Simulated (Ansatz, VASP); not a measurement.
**PbS: VASP beside Ansatz**

```
CELL_PARAMETERS angstrom
4.44626 0.00000 0.00000
0.00000 4.44626 0.00000
0.00000 0.00000 18.00000
ATOMIC_POSITIONS crystal
Pb 0.00000 0.50000 0.45361
Pb 0.50000 0.00000 0.54639
S 0.00000 0.50000 0.59880
S 0.50000 0.00000 0.40120
```

Alike in both runs: task single point; functional PBE; k mesh 4 × 4 × 1; occupations gaussian, width 0.1 eV; no spin polarisation.

|  | VASP | Ansatz |
| --- | --- | --- |
| version | VASP 6.6.1 | Ansatz 0.2.0 |
| potentials or method | VASP PAW PBE potentials, release 64 (Pb_d, S), cutoff 520 eV | scalar-relativistic, plane waves, PAW |
| valence electrons in the cell | 40 | 40 |

```csv
,VASP,Ansatz,Ansatz less VASP
gap on the k mesh at the Fermi level (eV),1.51,1.50,-0.008
least direct gap on the mesh (eV),1.51,1.50,-0.008
rms of the force components (eV/Å),0.717,0.717,-0.0001
```

Atom by atom the forces differ by 0.001 eV/Å (rms over components). Ansatz's warnings: slab cell height set.

Spin-orbit coupling is off throughout.
